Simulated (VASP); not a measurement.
## BN: single point with PBE

Crystal: BN.

```
CELL_PARAMETERS angstrom
0.00000 1.81235 1.81235
1.81235 0.00000 1.81235
1.81235 1.81235 0.00000
ATOMIC_POSITIONS crystal
B 0.05518 0.94482 0.94482
N 0.70742 0.79258 0.79258
```

This cell differs from its parent crystal: mode 4 (1026.0 1/cm) frozen in, largest displacement -0.200 Å.

```yaml
Program: VASP 6.6.1
Task: single point
Functional: PBE
Potentials_or_basis: VASP PAW PBE potentials, release 64 (B, N)
Cutoff: 600 eV
k_mesh: 12 × 12 × 12
Occupations: gaussian, width 0.05 eV
Spin: no spin polarisation
```

```json
{
  "Pressure": "32.4 GPa",
  "Largest force": "6.210 eV/Å",
  "Band gap on the k mesh": "1.79 eV, indirect (least direct gap 6.21 eV)"
}
```

Forces on the atoms (eV/Å):
```
B    6.210  0.000  0.000
N   -6.210  0.000  0.000
```

Stress tensor (GPa, compression positive):
```
22.90  0.00  0.00
 0.00 37.16  7.82
 0.00  7.82 37.16
```

Levels at points of the mesh, in eV from the valence-band top:
| k point | band 1 | band 2 | band 3 | band 4 | band 5 | band 6 | band 7 | band 8 | band 9 |
| --- | --- | --- | --- | --- | --- | --- | --- | --- | --- |
| (0.00, 0.00, 0.00) | -21.56 | -5.15 | -0.49 | -0.11 | 6.14 | 7.50 | 9.04 | 11.56 | 22.23 |
| (0.50, 0.00, 0.00) | -17.70 | -12.47 | -3.99 | -1.39 | 6.58 | 6.79 | 13.74 | 15.49 | 19.67 |
| (0.00, 0.50, 0.00) | -17.44 | -11.52 | -6.30 | -1.14 | 5.07 | 9.21 | 12.44 | 13.08 | 21.09 |
| (0.50, 0.50, 0.00) | -16.47 | -10.69 | -5.51 | -5.39 | 1.79 | 5.35 | 18.41 | 18.69 | 19.67 |
| (0.00, 0.50, 0.50) | -15.96 | -10.25 | -8.28 | -5.32 | 3.28 | 8.11 | 14.59 | 16.47 | 20.72 |

It took 56 s on 1 thread of Intel Xeon 8259CL, with other jobs on the host, peak memory 0.15 GiB.

Caveat: the cell differs from its parent crystal (mode 4 (1026.0 1/cm) frozen in, largest displacement -0.200 Å); forces of over 1 eV/Å act on the atoms, so gaps and moduli don't describe the material at rest. A k mesh can miss the band edges.
